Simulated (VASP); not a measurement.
# NaMo18S36 (a cell with a defect): single point with PBE

System: NaMo18S36 (a cell with a defect).

```
CELL_PARAMETERS angstrom
9.36699 0.00000 0.00000
-4.68349 8.11205 0.00000
0.00000 0.00000 12.08270
ATOMIC_POSITIONS crystal
Mo 0.19462 0.13867 0.25652
Mo 0.13890 0.19425 0.74315
Mo 0.18764 0.46793 0.26276
Mo 0.13917 0.52732 0.74275
Mo 0.19366 0.80452 0.25778
Mo 0.13576 0.85958 0.74223
Mo 0.52766 0.13894 0.25694
Mo 0.46820 0.18728 0.73691
Mo 0.52748 0.47215 0.25964
Mo 0.47235 0.52704 0.74004
Mo 0.52699 0.80704 0.26073
Mo 0.46841 0.86260 0.73788
Mo 0.85992 0.13548 0.25744
Mo 0.80474 0.19329 0.74192
Mo 0.86306 0.46819 0.26178
Mo 0.80729 0.52663 0.73895
Mo 0.86274 0.80634 0.25931
Mo 0.80656 0.86236 0.74036
S 0.24442 0.08066 0.61047
S 0.08095 0.24406 0.38920
S 0.24946 0.08157 0.87227
S 0.08204 0.24930 0.12740
S 0.24926 0.41587 0.61247
S 0.08305 0.58431 0.39164
S 0.25166 0.41737 0.87361
S 0.08226 0.58015 0.12884
S 0.24513 0.74821 0.61095
S 0.08484 0.91737 0.38751
S 0.24884 0.75062 0.87233
S 0.08373 0.91595 0.12635
S 0.58463 0.08272 0.60804
S 0.41617 0.24899 0.38719
S 0.58025 0.08171 0.87082
S 0.41787 0.25155 0.12606
S 0.58248 0.41475 0.60922
S 0.41502 0.58215 0.39044
S 0.58304 0.40245 0.86217
S 0.40290 0.58290 0.13751
S 0.58273 0.75021 0.61021
S 0.41517 0.91797 0.38835
S 0.58191 0.76152 0.86380
S 0.41649 0.91577 0.12719
S 0.91768 0.08455 0.61217
S 0.74851 0.24483 0.38869
S 0.91606 0.08320 0.87332
S 0.75109 0.24872 0.12735
S 0.91828 0.41484 0.61134
S 0.75055 0.58243 0.38947
S 0.91591 0.41602 0.87250
S 0.76208 0.58180 0.13586
S 0.91575 0.74993 0.61037
S 0.75019 0.91540 0.38931
S 0.91291 0.74736 0.87236
S 0.74785 0.91275 0.12731
Na 0.57779 0.57741 0.99985
```

```
Program                : VASP 6.6.1
Task                   : single point
Functional             : PBE
Potentials or basis    : VASP PAW PBE potentials, release 64 (Mo_sv, S, Na_pv)
Cutoff                 : 520 eV
k mesh                 : 1 × 1 × 1, shifted
Occupations            : fermi-dirac, width 0.01 eV
Spin                   : no spin polarisation
Dipole correction      : no
Charge                 : 1
Further INCAR settings : LREAL = Auto; ALGO = Normal; EDIFF = 1e-06; NBANDS = 270; NELECT = 474.0
```

```
Largest force : 0.136 eV/Å
```

Forces in eV/Å, atoms in the order of the input:
```
Mo   0.103 -0.048 -0.013
Mo  -0.094  0.061  0.012
Mo   0.115 -0.020 -0.025
Mo  -0.112  0.032  0.012
Mo   0.120 -0.055 -0.005
Mo  -0.071  0.034  0.005
Mo   0.091 -0.078 -0.015
Mo  -0.076  0.085  0.025
Mo   0.093 -0.079  0.007
Mo  -0.118  0.047 -0.008
Mo   0.104 -0.084 -0.016
Mo  -0.104  0.086 -0.001
Mo   0.068 -0.038 -0.005
Mo  -0.104  0.071  0.005
Mo   0.117 -0.046  0.007
Mo  -0.128  0.043  0.016
Mo   0.093 -0.053  0.003
Mo  -0.092  0.050 -0.001
S    0.028 -0.035  0.058
S   -0.045  0.014 -0.060
S    0.053 -0.013 -0.034
S   -0.044  0.030  0.036
S    0.040 -0.021  0.049
S   -0.031  0.016 -0.070
S    0.055 -0.025 -0.023
S   -0.061  0.009  0.031
S    0.044 -0.040  0.060
S   -0.034  0.022 -0.064
S    0.051 -0.022 -0.020
S   -0.061  0.005  0.033
S    0.027 -0.023  0.068
S   -0.034  0.030 -0.046
S    0.044 -0.039 -0.032
S   -0.055  0.026  0.023
S    0.039 -0.019  0.058
S   -0.029  0.029 -0.057
S    0.071 -0.031 -0.046
S   -0.063  0.037  0.046
S    0.041 -0.026  0.045
S   -0.017  0.023 -0.057
S    0.044 -0.023 -0.015
S   -0.049  0.042  0.023
S    0.033 -0.027  0.063
S   -0.052  0.023 -0.055
S    0.040 -0.039 -0.031
S   -0.049  0.023  0.019
S    0.025 -0.007  0.056
S   -0.038  0.028 -0.047
S    0.066 -0.015 -0.024
S   -0.048  0.020  0.016
S    0.044 -0.024  0.054
S   -0.038  0.033 -0.055
S    0.045 -0.015 -0.028
S   -0.045  0.023  0.026
Na   0.003  0.005  0.000
```

Levels at points of the mesh, in eV from the Fermi level:
```csv
k point,band 234,band 235,band 236,band 237,band 238,band 239,band 240,band 241
"(0.25, 0.25, 0.25)",-0.84,-0.78,-0.77,-0.50,1.17,1.18,1.34,1.35
```

Run time: 81 min on 1 thread of AMD EPYC 7R13 Processor (Zen 3) (shared host), peak memory 1.4 GiB.

Caveat: the cell carries a net charge on a neutralising background, which shifts energy and pressure; the cell is charged against a uniform background, so pressure and absolute levels hang on convention.
